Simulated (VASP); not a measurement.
# LiF (Fm-3m) in VASP: notebook, part 2 of 2

VASP 6.6.1. The steps go on from the part before.

### 3 Single point, PBE-based global hybrid with 50 % exact exchange

Input file POSCAR:

```
LiF
1.0
    0.0000000000      2.0140000000      2.0140000000
    2.0140000000      0.0000000000      2.0140000000
    2.0140000000      2.0140000000      0.0000000000
F Li
1 1
Direct
    0.5000000000      0.5000000000      0.5000000000
    0.0000000000      0.0000000000      0.0000000000
```

Input file INCAR.step1:

```
PREC = Accurate ; ENCUT = 520
EDIFF = 1E-5 ; ISMEAR = -1
SIGMA = 0.05 ; LREAL = F
LASPH = T ; NELM = 80
ALGO = Normal ; ISIF = 2
LWAVE = T ; LCHARG = F
NBANDS = 12 ; GGA = PE
```

Input file INCAR.step2:

```
PREC = Accurate ; ENCUT = 520
EDIFF = 1E-7 ; ISMEAR = -1
SIGMA = 0.05 ; LREAL = F
LASPH = T ; NELM = 80
ALGO = Normal ; ISIF = 2
LWAVE = F ; LCHARG = F
GGA = PE ; LHFCALC = T
AEXX = 0.5 ; PRECFOCK = Normal
NBANDS = 12 ; ISTART = 1
```

Input file KPOINTS:

```
Automatic mesh
0
Gamma
  7 7 7
```

Potentials or basis: VASP PAW PBE potentials, release 64 (F, Li_sv).

Launch:

```bash
> cat potpaw_PBE.64/F/POTCAR potpaw_PBE.64/Li_sv/POTCAR > POTCAR
> cp INCAR.step1 INCAR
> mpirun -np 1 vasp_std > vasp.out
> cp INCAR.step2 INCAR
> mpirun -np 1 vasp_std > vasp.out
```

OUTCAR:

```text
PREC = Accurate
   ENCUT = 520
   EDIFF = 1E-7
   ISMEAR = -1
   LREAL = F
   LASPH = T
   NELM = 80
   ISIF = 2
   GGA = PE
   LHFCALC = T
   AEXX = 0.5
   PRECFOCK = Normal
   ISTART = 1

 ion  position               nearest neighbor table
   1  0.500  0.500  0.500-   2 2.01   2 2.01   2 2.01   2 2.01   2 2.01   2 2.01
   2  0.000  0.000  0.000-   1 2.01   1 2.01   1 2.01   1 2.01   1 2.01   1 2.01

  LATTYP: Found a face centered cubic cell.
 ALAT       =     4.0280000000

  Lattice vectors:

 A1 = (   0.0000000000,   2.0140000000,   2.0140000000)
 A2 = (   2.0140000000,   0.0000000000,   2.0140000000)
 A3 = (   2.0140000000,   2.0140000000,   0.0000000000)

Analysis of symmetry for initial positions (statically):
=====================================================================
 Subroutine PRICEL returns:
 Original cell was already a primitive cell.

 Routine SETGRP: Setting up the symmetry group for a
 face centered cubic supercell.

 Subroutine GETGRP returns: Found 48 space group operations
 (whereof 48 operations were pure point group operations)
 out of a pool of 48 trial point group operations.

The static configuration has the point symmetry O_h .

Analysis of symmetry for dynamics (positions and initial velocities):
=====================================================================
 Subroutine PRICEL returns:
 Original cell was already a primitive cell.

 Routine SETGRP: Setting up the symmetry group for a
 face centered cubic supercell.

 Subroutine GETGRP returns: Found 48 space group operations
 (whereof 48 operations were pure point group operations)
 out of a pool of 48 trial point group operations.

The dynamic configuration has the point symmetry O_h .

 Subroutine INISYM returns: Found 48 space group operations
 (whereof 48 operations are pure point group operations),
 and found     1 'primitive' translations

----------------------------------------------------------------------------------------

                                     Primitive cell

  volume of cell :      16.3384

  direct lattice vectors                    reciprocal lattice vectors
     0.000000000  2.014000000  2.014000000    -0.248262165  0.248262165  0.248262165
     2.014000000  0.000000000  2.014000000     0.248262165 -0.248262165  0.248262165
     2.014000000  2.014000000  0.000000000     0.248262165  0.248262165 -0.248262165

  length of vectors
     2.848226115  2.848226115  2.848226115     0.430002683  0.430002683  0.430002683

  position of ions in fractional coordinates (direct lattice)
     0.500000000  0.500000000  0.500000000
     0.000000000  0.000000000  0.000000000

  ion indices of the primitive-cell ions
   primitive index   ion index
                 1           1
                 2           2

----------------------------------------------------------------------------------------

 KPOINTS: Automatic mesh

Automatic generation of k-mesh.
 Grid dimensions read from file:
 generate k-points for:    7    7    7

 Generating k-lattice:

  Cartesian coordinates                     Fractional coordinates (reciprocal lattice)
    -0.035466024  0.035466024  0.035466024     0.142857143  0.000000000  0.000000000
[... 42 lines left out ...]
   NGX,Y,Z   is equivalent  to a cutoff of  14.01, 14.01, 14.01 a.u.
   NGXF,Y,Z  is equivalent  to a cutoff of  28.02, 28.02, 28.02 a.u.
 SYSTEM =  unknown system
   PREC   = accura    normal or accurate (medium, high low for compatibility)
   ISTART =      1    job   : 0-new  1-cont  2-samecut
   ICHARG =      0    charge: 1-file 2-atom 10-const
   ISPIN  =      1    spin polarized calculation?
   LNONCOLLINEAR =      F non collinear calculations
   LSORBIT =      F    spin-orbit coupling
   LASPH  =      T    aspherical Exc in radial PAW
   ENCUT  =  520.0 eV  38.22 Ry    6.18 a.u.   5.30  5.30  5.30*2*pi/ulx,y,z
   NELM   =     80;   NELMIN=  2; NELMDL=  0     # of ELM steps
   EDIFF  = 0.1E-06   stopping-criterion for ELM
   LREAL  =      F    real-space projection
   EDIFFG = 0.1E-05   stopping-criterion for IOM
   NSW    =      0    number of steps for IOM
   IBRION =     -1    ionic relax: 0-MD 1-quasi-New 2-CG
   NFREE  =      0    steps in history (QN), initial steepest desc. (CG)
   ISIF   =      2    stress and relaxation
   ISYM   =      3    0-nonsym 1-usesym 2-fastsym
   POTIM  = 0.5000    time-step for ionic-motion
   TEBEG  =    0.0;   TEEND  =   0.0 temperature during run
   PSTRESS=    0.0 pullay stress
   NELECT =      10.0000    total number of electrons
   NUPDOWN=      -1.0000    fix difference up-down
   EMIN   =  10.00;   EMAX   =-10.00  energy-range for DOS
   EFERMI =   0.00;   METHOD = LEGACY
   ISMEAR =    -1;   SIGMA  =   0.05  broadening in eV -4-tet -1-fermi 0-gaus
   EFERMI_NEDOS =   21; number of points for ismear=-14 and -15
   IALGO  =     38    algorithm
   IMIX   =      1    mixing-type and parameters
     AMIX     =   0.40;   BMIX     =  1.00
     AMIX_MAG =   1.60;   BMIX_MAG =  1.00
  volume/ion in A,a.u.               =       8.17        55.13
  Fermi-wavevector in a.u.,A,eV,Ry     =   1.389970  2.626662 26.286674  1.932016
  Thomas-Fermi vector in A             =   2.513950
   LORBIT       =      0    0 simple, 1 ext, 2 COOP (PROOUT), +10 PAW based schemes
   GGA     = PE    functional components
   LHFCALC =     T    Hartree Fock is set to
   PRECFOCK=normal    Normal, Fast or Accurate (Low or Medium for compatibility)
   ENCUT4O =  -1.0   cutoff for four orbital integrals eV
   NKREDX  =     1    reduce k-point grid by
   NKREDY  =     1    reduce k-point grid by
   NKREDZ  =     1    reduce k-point grid by
   AEXX    =    0.5000 exact exchange contribution
   HFSCREEN=    0.0000 screening length (either q_TF or 0.3 A-1)
   HFSCREENC=   0.0000 screening length for correlation (either q_TF or 0.3 A-1)
   ENCUTFOCK=  -1.0 apply spherical cutoff to Coloumb kernel
   IVDW    =     0    specifies the selected vdW correction
   LEPSILON=     F    determine dielectric tensor
   LRPA    =     F    only Hartree local field effects (RPA)
 non-spin polarized calculation
  energy-cutoff  :      520.00
  volume of cell :       16.34
 maximum number of plane-waves:       459
 NGX is ok and might be reduce to    24
  NGX = 16; NGY = 16; NGZ = 16

 number of electron       9.9999992 magnetization

 Free energy of the ion-electron system (eV)
  ---------------------------------------------------
  ext. energy  EPLUGINS =         0.00000000
  ---------------------------------------------------
  free energy    TOTEN  =       -14.24385276 eV

  energy without entropy =      -14.24385276  energy(sigma->0) =      -14.24385276

 E-fermi :  -4.1277     XC(G=0):  -5.6225

 val. band max:       -5.3385484395   @ k =   0.0000   0.0000   0.0000
 cond. band min:       9.9217709364   @ k =   0.0000   0.0000   0.0000
 fundamental gap:     15.2603193760
 Fermi energy:        -4.1277208495

 k-point     1 :       0.0000    0.0000    0.0000
  band No.  band energies     occupation
      1     -50.3393      2.00000
      2     -28.5070      2.00000
      3      -5.3385      2.00000
      4      -5.3385      2.00000
      5      -5.3385      2.00000
      6       9.9218      0.00000
      7      25.5259      0.00000
      8      25.5259      0.00000
      9      25.5259      0.00000
     10      25.5925      0.00000
     11      25.5925      0.00000
     12      25.5925      0.00000
[... 271 lines left out ...]
 k-point    20 :      -0.2857    0.4286    0.1429
  band No.  band energies     occupation
      1     -50.2614      2.00000
      2     -27.7952      2.00000
      3      -7.7439      2.00000
      4      -7.3717      2.00000
      5      -6.1704      2.00000
      6      15.6926      0.00000
      7      16.2858      0.00000
      8      19.4744      0.00000
      9      20.8081      0.00000
     10      27.2910      0.00000
     11      30.7079      0.00000
     12      36.6430      0.00000

------------------------ aborting loop because EDIFF is reached ----------------------------------------

  FORCE on cell =-STRESS in cart. coord.  units (eV):
  Direction    XX          YY          ZZ          XY          YZ          ZX
  --------------------------------------------------------------------------------------
  -------------------------------------------------------------------------------------
  Total       -0.4119242     -0.4119242     -0.4119242      0.0000000     -0.0000000      0.0000000
  in kB      -40.3942486    -40.3942486    -40.3942486      0.0000000     -0.0000000      0.0000000
  external PRESSURE =     -40.3942486 kB  Pullay stress =       0.0000000 kB

 VOLUME and BASIS-vectors are now :
 -----------------------------------------------------------------------------
  energy-cutoff  :      520.00
  volume of cell :       16.34
      direct lattice vectors                 reciprocal lattice vectors
     0.000000000  2.014000000  2.014000000    -0.248262165  0.248262165  0.248262165
     2.014000000  0.000000000  2.014000000     0.248262165 -0.248262165  0.248262165
     2.014000000  2.014000000  0.000000000     0.248262165  0.248262165 -0.248262165

 POSITION                                       TOTAL-FORCE (eV/Angst)
 -----------------------------------------------------------------------------------
      2.01400      2.01400      2.01400         0.000000      0.000000      0.000000
      0.00000      0.00000      0.00000         0.000000      0.000000     -0.000000
 -----------------------------------------------------------------------------------
    total drift:                                0.000000     -0.000000      0.000000

  FREE ENERGIE OF THE ION-ELECTRON SYSTEM (eV)
  ---------------------------------------------------
  free  energy   TOTEN  =       -14.2438527626 eV

  energy  without entropy=      -14.2438527626  energy(sigma->0) =      -14.24385276
```

OUTCAR.step1:

```text
PREC = Accurate
   ENCUT = 520
   EDIFF = 1E-5
   ISMEAR = -1
   LREAL = F
[... 517 lines left out ...]
      2.01400      2.01400      2.01400        -0.000000     -0.000000      0.000000
      0.00000      0.00000      0.00000         0.000000      0.000000      0.000000
 -----------------------------------------------------------------------------------
    total drift:                               -0.000000     -0.000000      0.000000

  FREE ENERGIE OF THE ION-ELECTRON SYSTEM (eV)
  ---------------------------------------------------
  free  energy   TOTEN  =        -9.6375975391 eV

  energy  without entropy=       -9.6375975391  energy(sigma->0) =       -9.63759754
```

It took 3.4 min on 1 thread of Intel Xeon 6975P-C (Granite Rapids), shared host; peak memory 0.13 GiB.

What came out:

```
Free energy            : -14.2439 eV
Band gap on the k mesh : 15.26 eV
```

Caveat: the cutoff is under 1.25 times the usual one of these potentials, so pressure, stress and relaxed cells hold a basis-set (Pulay) error; the PAW data sets were made with another functional, which shifts forces and pressure a little.

### 4 Single point, PBE0

POSCAR is that of step 3.

Input file INCAR.step1:

```
SYSTEM = LiF
PREC     = Accurate       ! precision mode
ENCUT    = 520            ! plane-wave cutoff, eV
EDIFF    = 1E-5           ! SCF threshold, eV
ISMEAR   = -1             ! smearing method
SIGMA    = 0.05           ! smearing width, eV
LREAL    = .FALSE.        ! projectors in reciprocal space
LASPH    = .TRUE.         ! aspherical terms in the spheres
NELM     = 60             ! most SCF steps
ALGO     = Normal         ! electronic algorithm
ISIF     = 2              ! what is computed and relaxed
LWAVE    = .TRUE.         ! write WAVECAR
LCHARG   = .FALSE.        ! write CHGCAR
NBANDS   = 12             ! bands
GGA      = PE             ! functional
```

Input file INCAR.step2:

```
SYSTEM = LiF
PREC     = Accurate       ! precision mode
ENCUT    = 520            ! plane-wave cutoff, eV
EDIFF    = 1E-6           ! SCF threshold, eV
ISMEAR   = -1             ! smearing method
SIGMA    = 0.05           ! smearing width, eV
LREAL    = .FALSE.        ! projectors in reciprocal space
LASPH    = .TRUE.         ! aspherical terms in the spheres
NELM     = 60             ! most SCF steps
ALGO     = Normal         ! electronic algorithm
ISIF     = 2              ! what is computed and relaxed
LWAVE    = .FALSE.        ! write WAVECAR
LCHARG   = .FALSE.        ! write CHGCAR
GGA      = PE             ! functional
LHFCALC  = .TRUE.         ! exact exchange
AEXX     = 0.25           ! exact-exchange fraction
PRECFOCK = Normal       
NBANDS   = 12             ! bands
ISTART   = 1
```

Input file KPOINTS:

```
regular mesh
0
G
  8 8 8
  0 0 0
```

Launch:

```bash
> cat potpaw_PBE.64/F/POTCAR potpaw_PBE.64/Li_sv/POTCAR > POTCAR
> cp INCAR.step1 INCAR
> mpirun -np 1 vasp_std > vasp.out
> cp INCAR.step2 INCAR
> mpirun -np 1 vasp_std > vasp.out
```

Run time: 29 min. Hardware: 1 thread of AMD EPYC 7R13, shared host; peak memory 0.12 GiB.

It converged, with:

* Free energy: -11.9131 eV
* Band gap on the k mesh: 12.15 eV

Levels at points of the mesh, in eV from the valence-band top:
```tsv
k point	band 2	band 3	band 4	band 5	band 6	band 7	band 8	band 9
(0.00, 0.00, 0.00)	-21.58	0.00	0.00	0.00	12.15	27.41	27.41	27.41
(0.50, 0.00, 0.00)	-21.12	-2.68	-0.25	-0.25	13.87	20.17	22.18	22.18
(0.50, 0.50, 0.00)	-20.85	-3.14	-1.06	-1.06	18.18	19.52	20.77	23.74
```

Caveat: the cutoff is under 1.25 times the usual one of these potentials, so pressure, stress and relaxed cells hold a basis-set (Pulay) error; the PAW data sets were made with another functional, which shifts forces and pressure a little.

### 5 Single point, HSE06

This run uses another cell than the first one, of 7.84 Å³/atom.

Input file POSCAR:

```
LiF
1.0
    0.0000000000      1.9867804471      1.9867804471
    1.9867804471      0.0000000000      1.9867804471
    1.9867804471      1.9867804471      0.0000000000
F Li
1 1
Direct
    0.5000000000      0.5000000000      0.5000000000
    0.0000000000      0.0000000000      0.0000000000
```

INCAR.step1, as its differences from that of step 4:

```diff
@@ -13,3 +13,3 @@
 LCHARG   = .FALSE.        ! write CHGCAR
+GGA      = PE             ! functional
 NBANDS   = 12             ! bands
-GGA      = PE             ! functional
```

INCAR.step2, as its differences from that of step 4:

```diff
@@ -15,5 +15,5 @@
 LHFCALC  = .TRUE.         ! exact exchange
-AEXX     = 0.25           ! exact-exchange fraction
+HFSCREEN = 0.2079         ! screening, 1/A
 PRECFOCK = Normal       
+ISTART   = 1            
 NBANDS   = 12             ! bands
-ISTART   = 1
```

KPOINTS is that of step 4.

Launch:

```bash
> cat potpaw_PBE.64/F/POTCAR potpaw_PBE.64/Li_sv/POTCAR > POTCAR
> cp INCAR.step1 INCAR
> mpirun -np 1 vasp_std > vasp.out
> cp INCAR.step2 INCAR
> mpirun -np 1 vasp_std > vasp.out
```

It took 13 min on 1 thread of Intel Xeon 8259CL, shared host; peak memory 0.25 GiB.

It converged, with:

| Quantity | Value |
| --- | --- |
| Free energy | -11.3837 eV |
| Band gap on the k mesh | 11.79 eV |

Levels at points of the mesh, in eV from the valence-band top:
| k point | band 3 | band 4 | band 5 | band 6 | band 7 | band 8 |
| --- | --- | --- | --- | --- | --- | --- |
| (0.00, 0.00, 0.00) | 0.00 | 0.00 | 0.00 | 11.79 | 27.17 | 27.17 |
| (0.50, 0.00, 0.00) | -2.79 | -0.26 | -0.26 | 13.34 | 19.93 | 21.73 |
| (0.50, 0.50, 0.00) | -3.31 | -1.12 | -1.12 | 17.82 | 18.98 | 20.52 |

Caveat: the cutoff is under 1.25 times the usual one of these potentials, so pressure, stress and relaxed cells hold a basis-set (Pulay) error; the PAW data sets were made with another functional, which shifts forces and pressure a little.

### 6 The runs side by side

```tsv
level	cell	k mesh	share of exact exchange	screening parameter	gap on the mesh (eV)
PBE-based global hybrid with 35 % exact exchange	a = 2.848 Å, angles 60.0°, 2 atoms	7 × 7 × 7	0.35	-	13.39
PBE-based global hybrid with 50 % exact exchange	a = 2.848 Å, angles 60.0°, 2 atoms	7 × 7 × 7	0.5	-	15.26
PBE0	a = 2.848 Å, angles 60.0°, 2 atoms	8 × 8 × 8	0.25	-	12.15
HSE06	a = 2.810 Å, angles 60.0°, 2 atoms	8 × 8 × 8	0.25	0.2079 1/Å	11.79
```

Alike in all rows: task single point; potentials or basis VASP PAW PBE potentials, release 64 (F, Li_sv); no spin polarisation; cutoff (eV) 520; smearing fermi-dirac 0.05 eV.

On the cell as given the gap runs from 12.15 eV (PBE0) to 15.26 eV (PBE-based global hybrid with 50 % exact exchange); the meshes differ, which moves gaps too.

Caveats: the cutoff is under 1.25 times the usual one of these potentials, so pressure, stress and relaxed cells hold a basis-set (Pulay) error; the PAW data sets were made with another functional, which shifts forces and pressure a little.

Absolute energies hang on the potentials; compare differences alone.
